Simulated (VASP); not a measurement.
# CdSe (F-43m) in VASP: a series of runs

The runs below take CdSe through relaxation of cell and atoms, single point, with PBEsol.

Everything below comes from runs of VASP 6.6.1. Logs are shortened: lines on timing, memory, paths and dates and some standing lists are left out, and cuts for length are marked.

**1. The cell of the first run**

It takes space group F-43m (No. 216, cubic). Conventional cell: a = 6.141 Å, b = 6.141 Å, c = 6.141 Å, α = 90.00°, β = 90.00°, γ = 90.00°. Within 3.5 Å of Cd (site symmetry -43m) lie 4 Se at 2.66 Å. Within 3.5 Å of Se (site symmetry -43m) lie 4 Cd at 2.66 Å.

**2. Relaxation of cell and atoms, PBEsol**

INCAR reads:

```
SYSTEM = CdSe
  PREC = Accurate
  ENCUT = 600
  EDIFF = 1E-6
  ISMEAR = -1
  SIGMA = 0.05
  LREAL = .False.
  LASPH = .True.
  NELM = 80
  ALGO = Normal
  ISIF = 3
  LWAVE = .False.
  LCHARG = .False.
  GGA = PS
  IBRION = 2
  NSW = 100
  EDIFFG = -0.002
```

KPOINTS reads:

```
Automatic mesh
0
Gamma
  14 14 14
  0 0 0
```

POSCAR reads:

```
CdSe
1.0
    0.0000000000      3.0702711986      3.0702711986
    3.0702711986      0.0000000000      3.0702711986
    3.0702711986      3.0702711986      0.0000000000
Cd Se
1 1
Direct
    0.0000000000      0.0000000000      0.0000000000
    0.7500000000      0.7500000000      0.7500000000
```

Potentials or basis: VASP PAW PBE potentials, release 64 (Cd, Se).

Started as:

```console
> cat potpaw_PBE.64/Cd/POTCAR potpaw_PBE.64/Se/POTCAR > POTCAR
> mpirun -np 1 vasp_std > vasp.out
```

OUTCAR:

```text
SYSTEM = CdSe
   PREC = Accurate
   ENCUT = 600
   EDIFF = 1E-6
   ISMEAR = -1
   LREAL = .False.
   LASPH = .True.
   NELM = 80
   ISIF = 3
   GGA = PS
   IBRION = 2
   NSW = 100
   EDIFFG = -0.002

 ion  position               nearest neighbor table
   1  0.000  0.000  0.000-   2 2.66   2 2.66   2 2.66   2 2.66
   2  0.750  0.750  0.750-   1 2.66   1 2.66   1 2.66   1 2.66

  LATTYP: Found a face centered cubic cell.
 ALAT       =     6.1405423972

  Lattice vectors:

 A1 = (   0.0000000000,   3.0702711986,   3.0702711986)
 A2 = (   3.0702711986,   0.0000000000,   3.0702711986)
 A3 = (   3.0702711986,   3.0702711986,   0.0000000000)

Analysis of symmetry for initial positions (statically):
=====================================================================
 Subroutine PRICEL returns:
 Original cell was already a primitive cell.

 Routine SETGRP: Setting up the symmetry group for a
 face centered cubic supercell.

 Subroutine GETGRP returns: Found 24 space group operations
 (whereof 24 operations were pure point group operations)
 out of a pool of 48 trial point group operations.

The static configuration has the point symmetry T_d .

Analysis of symmetry for dynamics (positions and initial velocities):
=====================================================================
 Subroutine PRICEL returns:
 Original cell was already a primitive cell.

 Routine SETGRP: Setting up the symmetry group for a
 face centered cubic supercell.

 Subroutine GETGRP returns: Found 24 space group operations
 (whereof 24 operations were pure point group operations)
 out of a pool of 48 trial point group operations.

The dynamic configuration has the point symmetry T_d .

 Subroutine INISYM returns: Found 24 space group operations
 (whereof 24 operations are pure point group operations),
 and found     1 'primitive' translations

----------------------------------------------------------------------------------------

                                     Primitive cell

  volume of cell :      57.8842

  direct lattice vectors                    reciprocal lattice vectors
     0.000000000  3.070271199  3.070271199    -0.162852063  0.162852063  0.162852063
     3.070271199  0.000000000  3.070271199     0.162852063 -0.162852063  0.162852063
     3.070271199  3.070271199  0.000000000     0.162852063  0.162852063 -0.162852063

  length of vectors
[... 95 lines left out ...]
   EMIN   =  10.00;   EMAX   =-10.00  energy-range for DOS
   EFERMI =   0.00;   METHOD = LEGACY
   ISMEAR =    -1;   SIGMA  =   0.05  broadening in eV -4-tet -1-fermi 0-gaus
   EFERMI_NEDOS =   21; number of points for ismear=-14 and -15
   IALGO  =     38    algorithm
   IMIX   =      4    mixing-type and parameters
     AMIX     =   0.40;   BMIX     =  1.00
     AMIX_MAG =   1.60;   BMIX_MAG =  1.00
  volume/ion in A,a.u.               =      28.94       195.31
  Fermi-wavevector in a.u.,A,eV,Ry     =   1.109121  2.095935 16.737199  1.230149
  Thomas-Fermi vector in A             =   2.245657
   LORBIT       =      0    0 simple, 1 ext, 2 COOP (PROOUT), +10 PAW based schemes
   GGA     = PS    functional components
   LHFCALC =     F    Hartree Fock is set to
   AEXX    =    0.0000 exact exchange contribution
   IVDW    =     0    specifies the selected vdW correction
   LEPSILON=     F    determine dielectric tensor
   LRPA    =     F    only Hartree local field effects (RPA)
 conjugate gradient relaxation of ions
 non-spin polarized calculation
  energy-cutoff  :      600.00
  volume of cell :       57.88
 maximum number of plane-waves:      1964
   NGX = 17   NGY = 17   NGZ = 17

--------------------------------------- Ionic step        1  -------------------------------------------

 number of electron      17.9999997 magnetization

 Free energy of the ion-electron system (eV)
  ---------------------------------------------------
  ext. energy  EPLUGINS =         0.00000000
  ---------------------------------------------------
  free energy    TOTEN  =        -6.17382153 eV

  energy without entropy =       -6.17379622  energy(sigma->0) =       -6.17380888

------------------------ aborting loop because EDIFF is reached ----------------------------------------

  FORCE on cell =-STRESS in cart. coord.  units (eV):
  Direction    XX          YY          ZZ          XY          YZ          ZX
  --------------------------------------------------------------------------------------
  -------------------------------------------------------------------------------------
  Total       -0.4144663     -0.4144663     -0.4144663      0.0000000      0.0000000      0.0000000
  in kB      -11.4720113    -11.4720113    -11.4720113      0.0000000      0.0000000      0.0000000
  external PRESSURE =     -11.4720113 kB  Pullay stress =       0.0000000 kB
[... 95 lines left out ...]
--------------------------------------- Ionic step        4  -------------------------------------------

 number of electron      17.9999998 magnetization

 Free energy of the ion-electron system (eV)
  ---------------------------------------------------
  ext. energy  EPLUGINS =         0.00000000
  ---------------------------------------------------
  free energy    TOTEN  =        -6.17875127 eV

  energy without entropy =       -6.17873437  energy(sigma->0) =       -6.17874282

 E-fermi :   1.0764     XC(G=0):  -9.0747

 val. band max:        0.7679206405   @ k =   0.0000   0.0000   0.0000
 cond. band min:       1.2404127374   @ k =   0.0000   0.0000   0.0000
 fundamental gap:      0.4724920968
 Fermi energy:         1.0764204049

 k-point     1 :       0.0000    0.0000    0.0000
  band No.  band energies     occupation
      1     -11.8255      2.00000
      2      -7.1267      2.00000
      3      -7.1267      2.00000
      4      -7.1267      2.00000
      5      -6.7512      2.00000
      6      -6.7512      2.00000
      7       0.7679      1.99583
      8       0.7679      1.99583
      9       0.7679      1.99583
     10       1.2404      0.07254
     11       6.6232      0.00000
     12       6.6232      0.00000
     13       6.6232      0.00000
[... 354 lines left out ...]
  band No.  band energies     occupation
      1     -11.6046      2.00000
      2      -7.0538      2.00000
      3      -7.0353      2.00000
      4      -6.9246      2.00000
      5      -6.7589      2.00000
      6      -6.7299      2.00000
      7      -1.9036      2.00000
      8      -0.0347      2.00000
      9      -0.0325      2.00000
     10       3.6576      0.00000
     11       5.6257      0.00000
     12       7.4185      0.00000
     13       7.7741      0.00000

 [... further k-points ...]
[... 5 lines left out ...]
  --------------------------------------------------------------------------------------
  -------------------------------------------------------------------------------------
  Total       -0.0008062     -0.0008062     -0.0008062     -0.0000000     -0.0000000      0.0000000
  in kB       -0.0228370     -0.0228370     -0.0228370     -0.0000000     -0.0000000      0.0000000
  external PRESSURE =      -0.0228370 kB  Pullay stress =       0.0000000 kB
[... 17 lines left out ...]
  FREE ENERGIE OF THE ION-ELECTRON SYSTEM (eV)
  ---------------------------------------------------
  free  energy   TOTEN  =        -6.1787512721 eV

  energy  without entropy=       -6.1787343716  energy(sigma->0) =       -6.17874282

 reached required accuracy - stopping structural energy minimisation
```

CONTCAR:

```text
CdSe
   1.00000000000000
     0.0000000000000000    3.0467142980881379    3.0467142980881379
     3.0467142980881379    0.0000000000000000    3.0467142980881379
     3.0467142980881379    3.0467142980881379    0.0000000000000000
  Cd              Se
     1     1
Direct
     0.0000000000000000    0.0000000000000000    0.0000000000000000
     0.7500000000000000    0.7500000000000000    0.7500000000000000

  0.00000000E+00  0.00000000E+00  0.00000000E+00
  0.00000000E+00  0.00000000E+00  0.00000000E+00
```

Run time: 2.8 min. Hardware: 1 thread of Intel Xeon Platinum 8259CL at 2.50GHz (Skylake/Cascade Lake), shared host; peak memory 0.29 GiB.

Results:

| Property | Result |
| --- | --- |
| Free energy | -6.1788 eV |
| Relaxed volume | 28.28 Å³/atom |
| Relaxed cell | a = 4.309 Å, b = 4.309 Å, c = 4.309 Å, α = 60.00°, β = 60.00°, γ = 60.00° |
| Space group after relaxing (to 0.05 Å) | F-43m (No. 216) |
| Energy gained by relaxing | 2.5 meV/atom |
| Ionic steps | 4 |
| Pressure after relaxing | 0.0 GPa |
| Band gap on the k mesh | 0.47 eV, direct |

Step by step:
| step | energy change (eV) | largest force (eV/Å) | pressure (GPa) | volume (Å³) |
| --- | --- | --- | --- | --- |
| 1 | 0.0000 | 0.0000 | -1.15 | 57.88 |
| 2 | -0.0045 | 0.0000 | 0.33 | 56.17 |
| 3 | -0.0049 | 0.0000 | 0.02 | 56.54 |
| 4 | -0.0049 | 0.0000 | 0.00 | 56.56 |

Final structure:
```
CELL_PARAMETERS angstrom
0.00000 3.04671 3.04671
3.04671 0.00000 3.04671
3.04671 3.04671 0.00000
ATOMIC_POSITIONS crystal
Cd 0.00000 0.00000 0.00000
Se 0.75000 0.75000 0.75000
```

Levels at points of the mesh, in eV from the valence-band top:
| k point | band 5 | band 6 | band 7 | band 8 | band 9 | band 10 | band 11 | band 12 | band 13 |
| --- | --- | --- | --- | --- | --- | --- | --- | --- | --- |
| (0.00, 0.00, 0.00) | -7.52 | -7.52 | 0.00 | 0.00 | 0.00 | 0.47 | 5.86 | 5.86 | 5.86 |
| (0.50, 0.00, 0.00) | -7.50 | -7.23 | -4.42 | -0.75 | -0.75 | 2.28 | 6.36 | 6.36 | 7.27 |
| (0.50, 0.50, 0.00) | -7.46 | -7.17 | -4.10 | -1.86 | -1.86 | 3.01 | 3.67 | 8.95 | 10.10 |

Caveat: the PAW data sets were made with another functional, which shifts forces and pressure a little.

**3. Single point, PBEsol**

This run uses another cell than the first one, of 23.36 Å³/atom, 0.807 times its volume.

INCAR reads:

```
PREC = Accurate ; ENCUT = 520
EDIFF = 1E-6 ; ISMEAR = 0
SIGMA = 0.01 ; LREAL = False
LASPH = True ; NELM = 80
ALGO = Normal ; ISIF = 2
LWAVE = False ; LCHARG = True
GGA = PS ; LELF = True
LVHAR = True ; NBANDS = 16
```

KPOINTS reads:

```
regular mesh
0
Gamma
  6 6 6
```

POSCAR reads:

```
CdSe
1.0
    0.0000000000      2.8585506337      2.8585506337
    2.8585506337      0.0000000000      2.8585506337
    2.8585506337      2.8585506337      0.0000000000
Cd Se
1 1
Direct
    0.0000000000      0.0000000000      0.0000000000
    0.7500000000      0.7500000000      0.7500000000
```

Potentials or basis: VASP PAW PBE potentials, release 64 (Cd, Se).

Started as:

```console
> cat potpaw_PBE.64/Cd/POTCAR potpaw_PBE.64/Se/POTCAR > POTCAR
> mpirun -np 1 vasp_std > vasp.out
```

Run time: 18 s. Hardware: 1 thread of Intel Xeon 8259CL, shared host; peak memory 0.17 GiB.

Results (log left out):

* Free energy: -5.7682 eV
* Pressure: 15.7 GPa
* Band gap on the k mesh: 0.84 eV, direct

Levels at points of the mesh, in eV from the valence-band top:
| k point | band 5 | band 6 | band 7 | band 8 | band 9 | band 10 | band 11 | band 12 | band 13 | band 14 |
| --- | --- | --- | --- | --- | --- | --- | --- | --- | --- | --- |
| (0.00, 0.00, 0.00) | -8.16 | -8.16 | 0.00 | 0.00 | 0.00 | 0.84 | 5.77 | 5.77 | 5.77 | 10.31 |
| (0.50, 0.00, 0.00) | -8.12 | -7.70 | -5.72 | -1.07 | -1.07 | 2.46 | 6.32 | 6.32 | 7.65 | 10.51 |
| (0.50, 0.50, 0.00) | -8.06 | -7.62 | -5.07 | -2.62 | -2.62 | 2.58 | 3.69 | 9.98 | 11.24 | 11.24 |

Caveat: the PAW data sets were made with another functional, which shifts forces and pressure a little.

(Part 1 of 2 ends here.)
